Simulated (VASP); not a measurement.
A run of VASP 6.6.1 is set up as follows.

File INCAR:

```
  PREC = Accurate
  ENCUT = 520
  EDIFF = 1E-6
  ISMEAR = 0
  SIGMA = 0.05
  LREAL = F
  LASPH = T
  NELM = 80
  ALGO = Normal
  ISIF = 2
  LWAVE = F
  LCHARG = F
  GGA = PS
  NBANDS = 18
```

The input KPOINTS:

```
regular mesh
0
Gamma
  10 10 10
```

File POSCAR:

```
HfHg
1.0
    3.4825439575      0.0000000000      0.0000000000
    0.0000000000      3.4825439575      0.0000000000
    0.0000000000      0.0000000000      3.4825439575
Hf Hg
1 1
Direct
    0.0000000000      0.0000000000      0.0000000000
    0.5000000000      0.5000000000      0.5000000000
```

Potentials or basis: VASP PAW PBE potentials, release 64 (Hf_pv, Hg).

Launch:

```bash
$ cat potpaw_PBE.64/Hf_pv/POTCAR potpaw_PBE.64/Hg/POTCAR > POTCAR
$ mpirun -np 1 vasp_std > vasp.out
```

Task: Predict the band gap on the k mesh.

Result: Zero (band 11 reaches 4.67 eV, above the bottom of band 12 at 3.47 eV).

Task: What does it give for the pressure?

Result: -4.9 GPa.

Caveat: the PAW data sets were made with another functional, which shifts forces and pressure a little; spin-orbit coupling is left out, which moves the levels of the heavy elements.
